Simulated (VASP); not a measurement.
# Ti2O (P-3m1) in VASP: notebook, part 3 of 3

VASP 6.6.1. The steps go on from the part before.

## (6) Single point, PBEsol (biaxial strain in the a-b plane: -1.0 %, then relaxed in part)

INCAR

```
PREC = Accurate ; ENCUT = 520
EDIFF = 1E-7 ; ISMEAR = 0
SIGMA = 0.1 ; LREAL = False
LASPH = True ; NELM = 80
ALGO = Normal ; ISIF = 2
LWAVE = False ; LCHARG = False
GGA = PS ; NBANDS = 22
```

KPOINTS

```
Automatic mesh
0
Gamma
  24 24 12
```

POSCAR

```
Ti2O
1.0
    2.9234224583      0.0000000000      0.0000000000
   -1.4617112291      2.5317581149      0.0000000000
    0.0000000000      0.0000000000      4.7572208671
Ti O
2 1
Direct
    0.6666666667      0.3333333333      0.2647592767
    0.3333333333      0.6666666667      0.7352407233
    0.0000000000      0.0000000000      0.0000000000
```

Potentials or basis: VASP PAW PBE potentials, release 64 (Ti_sv, O).

Run with:

```
cat potpaw_PBE.64/Ti_sv/POTCAR potpaw_PBE.64/O/POTCAR > POTCAR
mpirun -np 1 vasp_std > vasp.out
```

OUTCAR:

```text
PREC = Accurate
   ENCUT = 520
   EDIFF = 1E-7
   ISMEAR = 0
   LREAL = False
   LASPH = True
   NELM = 80
   ISIF = 2
   GGA = PS

 ion  position               nearest neighbor table
   1  0.667  0.333  0.265-   3 2.11   3 2.11   3 2.11   2 2.80   2 2.80   2 2.80
   2  0.333  0.667  0.735-   3 2.11   3 2.11   3 2.11   1 2.80   1 2.80   1 2.80
   3  0.000  0.000  0.000-   1 2.11   2 2.11   2 2.11   1 2.11   1 2.11   2 2.11

  LATTYP: Found a hexagonal cell.
 ALAT       =     2.9234224583
 C/A-ratio  =     1.6272779371

  Lattice vectors:

 A1 = (   2.9234224583,   0.0000000000,   0.0000000000)
 A2 = (  -1.4617112291,   2.5317581149,   0.0000000000)
 A3 = (   0.0000000000,   0.0000000000,   4.7572208671)

Analysis of symmetry for initial positions (statically):
=====================================================================
 Subroutine PRICEL returns:
 Original cell was already a primitive cell.

 Routine SETGRP: Setting up the symmetry group for a
 hexagonal supercell.

 Subroutine GETGRP returns: Found 12 space group operations
 (whereof 12 operations were pure point group operations)
 out of a pool of 24 trial point group operations.

The static configuration has the point symmetry D_3d.

Analysis of symmetry for dynamics (positions and initial velocities):
=====================================================================
 Subroutine PRICEL returns:
 Original cell was already a primitive cell.

 Routine SETGRP: Setting up the symmetry group for a
 hexagonal supercell.

 Subroutine GETGRP returns: Found 12 space group operations
 (whereof 12 operations were pure point group operations)
 out of a pool of 24 trial point group operations.

The dynamic configuration has the point symmetry D_3d.

 Subroutine INISYM returns: Found 12 space group operations
 (whereof 12 operations are pure point group operations),
 and found     1 'primitive' translations

----------------------------------------------------------------------------------------

                                     Primitive cell

  volume of cell :      35.2101

  direct lattice vectors                    reciprocal lattice vectors
     2.923422458  0.000000000  0.000000000     0.342064828  0.197491220  0.000000000
    -1.461711229  2.531758115  0.000000000     0.000000000  0.394982441  0.000000000
     0.000000000  0.000000000  4.757220867     0.000000000  0.000000000  0.210206763

  length of vectors
     2.923422458  2.923422458  4.757220867     0.394982441  0.394982441  0.210206763

  position of ions in fractional coordinates (direct lattice)
     0.666666667  0.333333333  0.264759277
     0.333333333  0.666666667  0.735240723
     0.000000000  0.000000000  0.000000000

  ion indices of the primitive-cell ions
   primitive index   ion index
                 1           1
                 2           2
                 3           3

----------------------------------------------------------------------------------------

 KPOINTS: Automatic mesh

Automatic generation of k-mesh.
 Grid dimensions read from file:
 generate k-points for:   24   24   12

 Generating k-lattice:

  Cartesian coordinates                     Fractional coordinates (reciprocal lattice)
     0.014252701  0.008228801  0.000000000     0.041666667  0.000000000  0.000000000
     0.000000000  0.016457602  0.000000000     0.000000000  0.041666667  0.000000000
     0.000000000  0.000000000  0.017517230     0.000000000  0.000000000  0.083333333

  Length of vectors
     0.016457602  0.016457602  0.017517230

  Shift w.r.t. Gamma in fractional coordinates (k-lattice)
     0.000000000  0.000000000  0.000000000

 Subroutine IBZKPT returns following result:
 ===========================================

 Found    667 irreducible k-points:

 Following reciprocal coordinates:
            Coordinates               Weight
  0.000000  0.000000  0.000000      1.000000
  0.041667  0.000000  0.000000      6.000000
  0.083333  0.000000  0.000000      6.000000
  0.125000  0.000000  0.000000      6.000000
  0.166667  0.000000  0.000000      6.000000
  0.208333  0.000000  0.000000      6.000000
[... 16 lines left out ...]
  0.416667  0.041667  0.000000     12.000000
  0.458333  0.041667  0.000000     12.000000
 [... further k-points ...]
   k-points           NKPTS =    667   k-points in BZ     NKDIM =    667   number of bands    NBANDS=     22
   number of dos      NEDOS =    301   number of ions     NIONS =      3
   total plane-waves  NPLWV =  20736
   dimension x,y,z NGX =    24 NGY =   24 NGZ =   36
   dimension x,y,z NGXF=    48 NGYF=   48 NGZF=   72
   ions per type =               2   1
   NGX,Y,Z   is equivalent  to a cutoff of  13.65, 13.65, 12.58 a.u.
   NGXF,Y,Z  is equivalent  to a cutoff of  27.30, 27.30, 25.16 a.u.
 SYSTEM =  unknown system
   PREC   = accura    normal or accurate (medium, high low for compatibility)
   ISTART =      0    job   : 0-new  1-cont  2-samecut
   ICHARG =      2    charge: 1-file 2-atom 10-const
   ISPIN  =      1    spin polarized calculation?
   LNONCOLLINEAR =      F non collinear calculations
   LSORBIT =      F    spin-orbit coupling
   LASPH  =      T    aspherical Exc in radial PAW
   ENCUT  =  520.0 eV  38.22 Ry    6.18 a.u.   5.44  5.44  8.85*2*pi/ulx,y,z
   NELM   =     80;   NELMIN=  2; NELMDL= -5     # of ELM steps
   EDIFF  = 0.1E-06   stopping-criterion for ELM
   LREAL  =      F    real-space projection
   EDIFFG = 0.1E-05   stopping-criterion for IOM
   NSW    =      0    number of steps for IOM
   IBRION =     -1    ionic relax: 0-MD 1-quasi-New 2-CG
   NFREE  =      0    steps in history (QN), initial steepest desc. (CG)
   ISIF   =      2    stress and relaxation
   ISYM   =      2    0-nonsym 1-usesym 2-fastsym
   POTIM  = 0.5000    time-step for ionic-motion
   TEBEG  =    0.0;   TEEND  =   0.0 temperature during run
   PSTRESS=    0.0 pullay stress
   NELECT =      30.0000    total number of electrons
   NUPDOWN=      -1.0000    fix difference up-down
   EMIN   =  10.00;   EMAX   =-10.00  energy-range for DOS
   EFERMI =   0.00;   METHOD = LEGACY
   ISMEAR =     0;   SIGMA  =   0.10  broadening in eV -4-tet -1-fermi 0-gaus
   EFERMI_NEDOS =   21; number of points for ismear=-14 and -15
   IALGO  =     38    algorithm
   IMIX   =      4    mixing-type and parameters
     AMIX     =   0.40;   BMIX     =  1.00
     AMIX_MAG =   1.60;   BMIX_MAG =  1.00
  volume/ion in A,a.u.               =      11.74        79.20
  Fermi-wavevector in a.u.,A,eV,Ry     =   1.552004  2.932863 32.772583  2.408717
  Thomas-Fermi vector in A             =   2.656442
   LORBIT       =      0    0 simple, 1 ext, 2 COOP (PROOUT), +10 PAW based schemes
   GGA     = PS    functional components
   LHFCALC =     F    Hartree Fock is set to
   AEXX    =    0.0000 exact exchange contribution
   IVDW    =     0    specifies the selected vdW correction
   LEPSILON=     F    determine dielectric tensor
   LRPA    =     F    only Hartree local field effects (RPA)
 non-spin polarized calculation
 Gauss-broadening in eV      SIGMA  =   0.10
  energy-cutoff  :      520.00
  volume of cell :       35.21
 maximum number of plane-waves:       977
 NGX is ok and might be reduce to    24
   NGX = 11   NGY = 11   NGZ = 17

 number of electron      29.9999987 magnetization

 Free energy of the ion-electron system (eV)
  ---------------------------------------------------
  ext. energy  EPLUGINS =         0.00000000
  ---------------------------------------------------
  free energy    TOTEN  =       -27.60459314 eV

  energy without entropy =      -27.59937259  energy(sigma->0) =      -27.60198287

 E-fermi :  10.1616     XC(G=0): -12.6506

 val. band max:       10.1597576779   @ k =   0.1667   0.0000   0.0833
 cond. band min:      10.1629945287   @ k =  -0.1250  -0.4583   0.4167
 fundamental gap:      0.0032368508
 Fermi energy:        10.1616042115

 k-point     1 :       0.0000    0.0000    0.0000
  band No.  band energies     occupation
      1     -46.7638      2.00000
      2     -46.6239      2.00000
      3     -23.5736      2.00000
      4     -22.8313      2.00000
      5     -22.8313      2.00000
      6     -22.7498      2.00000
[... 574 lines left out ...]
      6     -23.0078      2.00000
[... 14 lines left out ...]
     21      13.3389      0.00000
     22      13.4209      0.00000

 [... further k-points ...]

------------------------ aborting loop because EDIFF is reached ----------------------------------------

  FORCE on cell =-STRESS in cart. coord.  units (eV):
  Direction    XX          YY          ZZ          XY          YZ          ZX
  --------------------------------------------------------------------------------------
  -------------------------------------------------------------------------------------
  Total        0.8863280      0.8863280      0.0771074      0.0000000      0.0000000      0.0000000
  in kB       40.3309021     40.3309021      3.5086479      0.0000000      0.0000000      0.0000000
  external PRESSURE =      28.0568174 kB  Pullay stress =       0.0000000 kB

 VOLUME and BASIS-vectors are now :
 -----------------------------------------------------------------------------
  energy-cutoff  :      520.00
  volume of cell :       35.21
      direct lattice vectors                 reciprocal lattice vectors
     2.923422458  0.000000000  0.000000000     0.342064828  0.197491220  0.000000000
    -1.461711229  2.531758115  0.000000000     0.000000000  0.394982441  0.000000000
     0.000000000  0.000000000  4.757220867     0.000000000  0.000000000  0.210206763

 POSITION                                       TOTAL-FORCE (eV/Angst)
 -----------------------------------------------------------------------------------
      1.46171      0.84392      1.25952         0.000000      0.000000      0.049799
     -0.00000      1.68784      3.49770        -0.000000     -0.000000     -0.049799
      0.00000      0.00000      0.00000         0.000000      0.000000      0.000000
 -----------------------------------------------------------------------------------
    total drift:                               -0.000000      0.000000     -0.000000

  FREE ENERGIE OF THE ION-ELECTRON SYSTEM (eV)
  ---------------------------------------------------
  free  energy   TOTEN  =       -27.6045931424 eV

  energy  without entropy=      -27.5993725916  energy(sigma->0) =      -27.60198287
```

stdout:

```text
POSCAR found type information on POSCAR TiO
 POSCAR found :  2 types and       3 ions
 scaLAPACK will be used
 -----------------------------------------------------------------------------
|                                                                             |
|                                                                             |
|     You enforced a specific xc type in the INCAR file but a different       |
|     I HOPE YOU KNOW WHAT YOU ARE DOING!                                     |
|                                                                             |
 -----------------------------------------------------------------------------

 LDA part: xc-table for (Slater+PW92), standard interpolation
 POSCAR, INCAR and KPOINTS ok, starting setup
 FFT: planning ... GRIDC
 FFT: planning ... GRID_SOFT
 FFT: planning ... GRID
 WAVECAR not read
 entering main loop
```

Run time: 3.5 min. Hardware: 1 thread of Intel Xeon Platinum 8559C (Emerald Rapids), shared host; peak memory 0.52 GiB.

What came out:

```yaml
Free_energy: -27.6046 eV
Pressure: 2.8 GPa
Largest_force: 0.050 eV/Å
Band_gap_on_the_k_mesh: zero (band 15 reaches 10.63 eV, above the bottom of band 16 at 9.76 eV)
```

Forces in eV/Å, atoms in the order of the input:
```
Ti   0.000  0.000  0.050
Ti   0.000  0.000 -0.050
O    0.000  0.000  0.000
```

Caveat: the cell differs from its parent crystal (biaxial strain in the a-b plane: -1.0 %, then relaxed in part); the PAW data sets were made with another functional, which shifts forces and pressure a little.

## (7) Summary

| task | cell | k mesh | cutoff (eV) | gap on the mesh (eV) | pressure (GPa) | largest force (eV/Å) |
| --- | --- | --- | --- | --- | --- | --- |
| single point | a = 2.956, b = 2.956, c = 4.716 Å, angles 90.0, 90.0, 120.0°, 3 atoms | 6 × 6 × 4 | 520 | none | 0.3 | 0.05 |
| relaxation of cell and atoms | relaxed from a = 2.919, b = 2.919, c = 4.713 Å, angles 90.0, 90.0, 120.0°, 3 atoms | 6 × 6 × 4 | 600 | none | 0.0 | 0.02 |
| single point | a = 2.894, b = 2.894, c = 4.780 Å, angles 90.0, 90.0, 120.0°, 3 atoms | 24 × 24 × 12 | 520 | none | 6.3 | 0.19 |
| single point | a = 2.894, b = 2.894, c = 4.791 Å, angles 90.0, 90.0, 120.0°, 3 atoms | 24 × 24 × 12 | 520 | none | 5.5 | 0.05 |
| single point | a = 2.923, b = 2.923, c = 4.757 Å, angles 90.0, 90.0, 120.0°, 3 atoms | 24 × 24 × 12 | 520 | none | 2.8 | 0.05 |

Alike in all rows: level PBEsol; potentials or basis VASP PAW PBE potentials, release 64 (Ti_sv, O); no spin polarisation; smearing gaussian 0.1 eV.

Caveats: some runs use coarse meshes; the PAW data sets were made with another functional, which shifts forces and pressure a little; the relaxation stopped at a loose force limit of 0.05 eV/Å, so its end isn't a converged minimum (some runs).

Total energies depend on the potentials used, so only differences within one code and one set of settings carry meaning.
